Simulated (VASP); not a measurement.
# Ti12PO23 (a cell with a defect) (Rutile) in VASP: electric field gradients with PBE

Aim: the electric field gradients of Ti12PO23 (a cell with a defect) (Rutile) with PBE.

Everything below comes from runs of VASP 6.6.1. Logs are shortened: lines on timing, memory, paths and dates and some standing lists are left out, and cuts for length are marked.

### Step 1. The cell of the first run

The cell holds a defect, 36 atoms: a = 6.494 Å, b = 6.494 Å, c = 8.872 Å, α = 90.00°, β = 90.00°, γ = 90.00°.

### Step 2. Electric field gradients, PBE

INCAR

```
SYSTEM = Ti12PO23
PREC = Accurate
ENCUT = 520
EDIFF = 1E-8
ISMEAR = -1
SIGMA = 0.01
LREAL = Auto
LASPH = .True.
NELM = 100
ALGO = Normal
ISIF = 2
LWAVE = .False.
LCHARG = .False.
GGA = PE
LEFG = .True.
NELECT = 288.0
NBANDS = 168
```

KPOINTS

```
Automatic mesh
0
Gamma
  3 3 2
  0 0 0
```

POSCAR

```
Ti12PO23
1.0
    4.5922000000      4.5922000000      0.0000000000
   -4.5922000000      4.5922000000      0.0000000000
    0.0000000000      0.0000000000      8.8722000000
Ti P O
12 1 23
Direct
    0.0000000000      0.0000000000      0.0000000000
    0.0000000000      0.0000000000      0.3333333333
    0.0000000000      0.0000000000      0.6666666667
    0.5000000000      0.5000000000      0.0000000000
    0.5000000000      0.5000000000      0.3333333333
    0.5000000000      0.5000000000      0.6666666667
    0.5000000000      0.0000000000      0.1666666667
    0.5000000000      0.0000000000      0.5000000000
    0.5000000000      0.0000000000      0.8333333333
    0.0000000000      0.5000000000      0.1666666667
    0.0000000000      0.5000000000      0.5000000000
    0.0000000000      0.5000000000      0.8333333333
    0.3049600000      0.0000000000      0.0000000000
    0.3049600000      0.0000000000      0.3333333333
    0.3049600000      0.0000000000      0.6666666667
    0.8049600000      0.5000000000      0.0000000000
    0.8049600000      0.5000000000      0.3333333333
    0.8049600000      0.5000000000      0.6666666667
    0.5000000000      0.3049600000      0.1666666667
    0.5000000000      0.3049600000      0.5000000000
    0.5000000000      0.3049600000      0.8333333333
    0.0000000000      0.8049600000      0.1666666667
    0.0000000000      0.8049600000      0.5000000000
    0.0000000000      0.8049600000      0.8333333333
    0.6950400000      0.0000000000      0.0000000000
    0.6950400000      0.0000000000      0.3333333333
    0.6950400000      0.0000000000      0.6666666667
    0.1950400000      0.5000000000      0.0000000000
    0.1950400000      0.5000000000      0.3333333333
    0.1950400000      0.5000000000      0.6666666667
    0.5000000000      0.6950400000      0.1666666667
    0.5000000000      0.6950400000      0.5000000000
    0.5000000000      0.6950400000      0.8333333333
    0.0000000000      0.1950400000      0.1666666667
    0.0000000000      0.1950400000      0.5000000000
    0.0000000000      0.1950400000      0.8333333333
```

Potentials or basis: VASP PAW PBE potentials, release 64 (Ti_sv, P, O).

Started as:

```console
cat potpaw_PBE.64/Ti_sv/POTCAR potpaw_PBE.64/P/POTCAR potpaw_PBE.64/O/POTCAR > POTCAR
mpirun -np 1 vasp_std > vasp.out
```

OUTCAR:

```text
SYSTEM = Ti12PO23
   PREC = Accurate
   ENCUT = 520
   EDIFF = 1E-8
   ISMEAR = -1
   LREAL = Auto
   LASPH = .True.
   NELM = 100
   ISIF = 2
   GGA = PE
   NELECT = 288.0

 ion  position               nearest neighbor table
   1  0.000  0.000  0.000-  22 1.95  24 1.95  34 1.95  36 1.95  13 1.98  25 1.98
   2  0.000  0.000  0.333-  22 1.95  34 1.95  23 1.95  35 1.95  14 1.98  26 1.98
   3  0.000  0.000  0.667-  24 1.95  36 1.95  35 1.95  23 1.95  15 1.98  27 1.98
   4  0.500  0.500  0.000-  19 1.95  21 1.95  31 1.95  33 1.95  16 1.98  28 1.98
   5  0.500  0.500  0.333-  19 1.95  31 1.95  20 1.95  32 1.95  17 1.98  29 1.98
   6  0.500  0.500  0.667-  21 1.95  33 1.95  32 1.95  20 1.95  18 1.98  30 1.98
   7  0.500  0.000  0.167-  14 1.95  26 1.95  25 1.95  13 1.95  19 1.98  31 1.98
   8  0.500  0.000  0.500-  14 1.95  15 1.95  26 1.95  27 1.95  20 1.98  32 1.98
   9  0.500  0.000  0.833-  15 1.95  27 1.95  25 1.95  13 1.95  21 1.98  33 1.98
  10  0.000  0.500  0.167-  17 1.95  29 1.95  28 1.95  16 1.95  22 1.98  34 1.98
  11  0.000  0.500  0.500-  17 1.95  18 1.95  29 1.95  30 1.95  23 1.98  35 1.98
  12  0.000  0.500  0.833-  18 1.95  30 1.95  28 1.95  16 1.95  24 1.98  36 1.98
  13  0.305  0.000  0.000-   7 1.95   9 1.95   1 1.98
  14  0.305  0.000  0.333-   7 1.95   8 1.95   2 1.98
  15  0.305  0.000  0.667-   9 1.95   8 1.95   3 1.98
  16  0.805  0.500  0.000-  10 1.95  12 1.95   4 1.98
  17  0.805  0.500  0.333-  10 1.95  11 1.95   5 1.98
[... 17 lines left out ...]
  35  0.000  0.195  0.500-   2 1.95   3 1.95  11 1.98
  36  0.000  0.195  0.833-   3 1.95   1 1.95  12 1.98

  LATTYP: Found a simple tetragonal cell.
 ALAT       =     6.4943515211
 C/A-ratio  =     1.3661410183

  Lattice vectors:

 A1 = (   4.5922000000,   4.5922000000,   0.0000000000)
 A2 = (  -4.5922000000,   4.5922000000,   0.0000000000)
 A3 = (   0.0000000000,   0.0000000000,   8.8722000000)

Analysis of symmetry for initial positions (statically):
=====================================================================
 Subroutine PRICEL returns:
 Original cell was already a primitive cell.

 Routine SETGRP: Setting up the symmetry group for a
 simple tetragonal supercell.

 Subroutine GETGRP returns: Found  4 space group operations
[... 1496 lines left out ...]

  FORCE on cell =-STRESS in cart. coord.  units (eV):
  Direction    XX          YY          ZZ          XY          YZ          ZX
  --------------------------------------------------------------------------------------
  -------------------------------------------------------------------------------------
  Total       50.0646691     50.0646691     51.3557197     17.3408849      0.0000000      0.0000000
  in kB      214.3576688    214.3576688    219.8854512     74.2470035      0.0000000      0.0000000
  external PRESSURE =     216.2002629 kB  Pullay stress =       0.0000000 kB

 VOLUME and BASIS-vectors are now :
 -----------------------------------------------------------------------------
  energy-cutoff  :      520.00
  volume of cell :      374.20
      direct lattice vectors                 reciprocal lattice vectors
     4.592200000  4.592200000  0.000000000     0.108880275  0.108880275  0.000000000
    -4.592200000  4.592200000  0.000000000    -0.108880275  0.108880275  0.000000000
     0.000000000  0.000000000  8.872200000     0.000000000  0.000000000  0.112711616

 POSITION                                       TOTAL-FORCE (eV/Angst)
 -----------------------------------------------------------------------------------
      0.00000      0.00000      0.00000        -5.521747     -5.521747     -0.000000
      0.00000      0.00000      2.95740        -0.162492     -0.162492     -0.152418
      0.00000      0.00000      5.91480        -0.162492     -0.162492      0.152418
      0.00000      4.59220      0.00000         0.151100      0.151100     -0.000000
      0.00000      4.59220      2.95740        -0.023634     -0.023634     -0.310792
      0.00000      4.59220      5.91480        -0.023634     -0.023634      0.310792
[... 28 lines left out ...]
     -0.89566      0.89566      4.43610        -0.264940      0.297796     -0.000000
     -0.89566      0.89566      7.39350        -0.667155      0.388132     -0.494048
 -----------------------------------------------------------------------------------
    total drift:                               -0.000388     -0.000388     -0.000002

  FREE ENERGIE OF THE ION-ELECTRON SYSTEM (eV)
  ---------------------------------------------------
  free  energy   TOTEN  =      -304.0911132783 eV

  energy  without entropy=     -304.0911132783  energy(sigma->0) =     -304.09111328

 Electric field gradients (V/A^2)
---------------------------------------------------------------------
 ion       V_xx      V_yy      V_zz      V_xy      V_xz      V_yz
---------------------------------------------------------------------
   1      -0.990    -0.990     1.981   -30.355    -0.000     0.000
   2       9.900     9.900   -19.800    -2.414     0.195     0.195
   3       9.900     9.900   -19.800    -2.414    -0.195    -0.195
   4      11.991    11.991   -23.983     5.993    -0.000     0.000
   5      11.823    11.823   -23.647     4.799     0.323     0.323
   6      11.823    11.823   -23.647     4.799    -0.323    -0.323
[... 28 lines left out ...]
  35       0.024    -0.095     0.072   -24.164     0.000    -0.000
  36       2.409    -1.998    -0.411   -21.612     3.493     5.192
---------------------------------------------------------------------

 Electric field gradients after diagonalization (V/A^2)
 (convention: |V_zz| > |V_xx| > |V_yy|)
----------------------------------------------------------------------
 ion       V_xx      V_yy      V_zz     asymmetry (V_yy - V_xx)/ V_zz
----------------------------------------------------------------------
   1      29.365     1.981   -31.345       0.874
   2      12.314     7.489   -19.803       0.244
   3      12.314     7.489   -19.803       0.244
   4      17.985     5.998   -23.983       0.500
   5      16.628     7.024   -23.652       0.406
   6      16.628     7.024   -23.652       0.406
[... 28 lines left out ...]
  35      24.129     0.072   -24.200       0.994
  36      21.966     1.237   -23.203       0.893
----------------------------------------------------------------------

           NMR quadrupolar parameters

 Cq : quadrupolar parameter    Cq=e*Q*V_zz/h
 eta: asymmetry parameters     (V_yy - V_xx)/ V_zz
 Q  : nuclear electric quadrupole moment in mb (millibarn)
----------------------------------------------------------------------
 ion       Cq(MHz)       eta       Q (mb)
----------------------------------------------------------------------
   1      -0.076       0.874       1.000
   2      -0.048       0.244       1.000
   3      -0.048       0.244       1.000
   4      -0.058       0.500       1.000
   5      -0.057       0.406       1.000
   6      -0.057       0.406       1.000
[... 28 lines left out ...]
  35      -0.059       0.994       1.000
  36      -0.056       0.893       1.000
----------------------------------------------------------------------
```

OSZICAR:

```text
N       E                     dE             d eps       ncg     rms          rms(c)
DAV:   1     0.497250873041E+04    0.49725E+04   -0.13909E+05  2688   0.206E+03
DAV:   2     0.780051117868E+03   -0.41925E+04   -0.40349E+04  2688   0.659E+02
DAV:   3    -0.290533607722E+03   -0.10706E+04   -0.10281E+04  3432   0.280E+02
[... 17 lines left out ...]
DAV:  21    -0.304091113069E+03   -0.21207E-06   -0.16221E-07  3592   0.142E-03    0.558E-04
DAV:  22    -0.304091113163E+03   -0.94082E-07   -0.63092E-08  2968   0.819E-04    0.406E-04
DAV:  23    -0.304091113244E+03   -0.81483E-07   -0.14303E-08  1768   0.511E-04    0.229E-04
DAV:  24    -0.304091113278E+03   -0.34095E-07   -0.11687E-08  1768   0.371E-04    0.135E-04
DAV:  25    -0.304091113278E+03   -0.15280E-09   -0.42917E-09  1728   0.254E-04
   1 F= -.30409111E+03 E0= -.30409111E+03  d E =-.627070E-11
```

stdout:

```text
POSCAR found type information on POSCAR TiP O
 POSCAR found :  3 types and      36 ions
 scaLAPACK will be used
 LDA part: xc-table for (Slater+PW92), standard interpolation
 POSCAR, INCAR and KPOINTS ok, starting setup
 FFT: planning ... GRIDC
 FFT: planning ... GRID_SOFT
 FFT: planning ... GRID
 WAVECAR not read
 entering main loop
 the old and the new charge density differ
 old charge density:   287.00000 new  288.00000
    0.784E+01
ion   1

ion   2

ion   3

ion   4

ion   5

ion   6

ion   7

ion   8

ion   9

ion  10
[... 112 lines left out ...]
ion  35

ion  36
     0.0000293     3.8690415    -1.6346052     0.7922040    -1.1471945    -0.7117318
     0.0000403     3.8690415    -1.6346052     0.7922040    -1.1471945    -0.7117318
     0.0000555     3.8690414    -1.6346052     0.7922040    -1.1471945    -0.7117318
     0.0000765     3.8690413    -1.6346052     0.7922040    -1.1471945    -0.7117317

     0.0000293    16.3128678    -4.7548144     1.0008656    -3.1815433    -1.9752566
     0.0000403    16.3128647    -4.7548136     1.0008655    -3.1815428    -1.9752563
     0.0000555    16.3128593    -4.7548123     1.0008655    -3.1815419    -1.9752558
     0.0000765    16.3128502    -4.7548100     1.0008653    -3.1815404    -1.9752549
```

It took 16 min on 1 thread of Intel Xeon Platinum 8488C (Sapphire Rapids), shared host; peak memory 0.58 GiB.

Results:

* Free energy: -304.0911 eV
* Largest force: 7.809 eV/Å

Forces in eV/Å, atoms in the order of the input:
```
Ti  -5.522 -5.522  0.000
Ti  -0.162 -0.162 -0.152
Ti  -0.162 -0.162  0.152
Ti   0.151  0.151  0.000
Ti  -0.024 -0.024 -0.311
Ti  -0.024 -0.024  0.311
Ti   4.097  4.097  4.799
Ti   0.140  0.140  0.000
Ti   4.097  4.097 -4.799
Ti  -0.051 -0.051  0.051
Ti   0.001  0.001  0.000
Ti  -0.051 -0.051 -0.051
P   -3.045 -3.045  0.000
O   -0.473 -0.473  0.650
O   -0.473 -0.473 -0.650
O   -0.064 -0.064  0.000
O   -0.065 -0.065  0.074
O   -0.065 -0.065 -0.074
O   -0.416  0.540  0.189
O   -0.004  0.011  0.000
O   -0.416  0.540 -0.189
O    0.388 -0.667  0.494
O    0.298 -0.265  0.000
O    0.388 -0.667 -0.494
O    0.222  0.222  0.000
O    0.760  0.760  1.123
O    0.760  0.760 -1.123
O    0.109  0.109  0.000
O    0.056  0.056  0.070
O    0.056  0.056 -0.070
O    0.540 -0.416  0.189
O    0.011 -0.004  0.000
O    0.540 -0.416 -0.189
O   -0.667  0.388  0.494
O   -0.265  0.298  0.000
O   -0.667  0.388 -0.494
```

Levels at points of the mesh, in eV from the Fermi level:
| k point | band 141 | band 142 | band 143 | band 144 | band 145 | band 146 | band 147 | band 148 |
| --- | --- | --- | --- | --- | --- | --- | --- | --- |
| (0.00, 0.00, 0.00) | -1.30 | -0.41 | -0.41 | -0.23 | 0.69 | 0.88 | 0.95 | 1.15 |
| (0.00, 0.00, 0.50) | -1.30 | -0.72 | -0.41 | -0.29 | 1.16 | 1.16 | 1.17 | 1.24 |

Electric field gradients, principal values (V/Å²):
```tsv
atom	least	middle	greatest (by size)
1 Ti	1.981	29.365	-31.345
2 Ti	7.489	12.314	-19.803
3 Ti	7.489	12.314	-19.803
4 Ti	5.998	17.985	-23.983
5 Ti	7.024	16.628	-23.652
6 Ti	7.024	16.628	-23.652
7 Ti	7.729	40.137	-47.866
8 Ti	5.831	20.486	-26.317
9 Ti	7.729	40.137	-47.866
10 Ti	8.428	10.144	-18.572
11 Ti	7.977	12.438	-20.415
12 Ti	8.428	10.144	-18.572
13 P	-27.701	-58.293	85.994
14 O	-0.662	-17.510	18.172
15 O	-0.662	-17.510	18.172
16 O	-0.208	-23.550	23.758
17 O	-0.268	-23.036	23.304
18 O	-0.268	-23.036	23.304
19 O	-1.023	-18.090	19.113
20 O	-1.087	-20.474	21.561
21 O	-1.023	-18.090	19.113
22 O	1.237	21.966	-23.203
23 O	0.072	24.129	-24.200
24 O	1.237	21.966	-23.203
25 O	-6.723	-15.978	22.701
26 O	-2.254	-17.316	19.571
27 O	-2.254	-17.316	19.571
28 O	-1.585	-20.621	22.206
29 O	-0.040	-23.655	23.695
30 O	-0.040	-23.655	23.695
31 O	-1.023	-18.090	19.113
32 O	-1.087	-20.474	21.561
33 O	-1.023	-18.090	19.113
34 O	1.237	21.966	-23.203
35 O	0.072	24.129	-24.200
36 O	1.237	21.966	-23.203
```

Caveat: the cell carries a net charge on a neutralising background, which shifts energy and pressure; the cell is charged against a uniform background, so pressure and absolute levels hang on convention; without QUAD_EFG the Cq values of the log hold for a quadrupole moment of 1 mb, not for the nuclei.
